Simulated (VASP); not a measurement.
Runs of VASP 6.6.1 on Ba. The structure is that of space group R-3m (No. 166), or close to it. The cells are those of the table. 

| cell | further INCAR settings | gap on the mesh (eV) | pressure (GPa) |
| --- | --- | --- | --- |
| a = 4.084 Å, angles 101.6°, 1 atom | ALGO = Fast; EDIFF = 1e-07; NBANDS = 11 | none | (a) |
| a = 5.244 Å, angles 117.0°, 1 atom | ALGO = Fast; EDIFF = 1e-06; NBANDS = 11 | none | 6.8 |
| a = 4.737 Å, angles 114.3°, 1 atom | ALGO = Fast; EDIFF = 1e-07; NBANDS = 11 | none | 0.6 |
| a = 4.968 Å, angles 115.8°, 1 atom | ALGO = Fast; EDIFF = 1e-07; NBANDS = 11 | none | 1.5 |

Alike in all rows: task single point; level PBE; potentials or basis VASP PAW PBE potentials, release 64 (Ba_sv); no spin polarisation; k mesh 18 × 18 × 18; cutoff (eV) 520; smearing gaussian 0.15 eV.

Q: Fill in the values left out.

A: (a) 0.0.

Caveats: spin-orbit coupling is left out, which moves the levels of the heavy elements; the cell stands under pressure (at least some runs).

A k mesh can miss the band edges, and the runs leave out spin-orbit coupling on Ba.

A gap of «none» marks levels without a gap at the run's occupations.
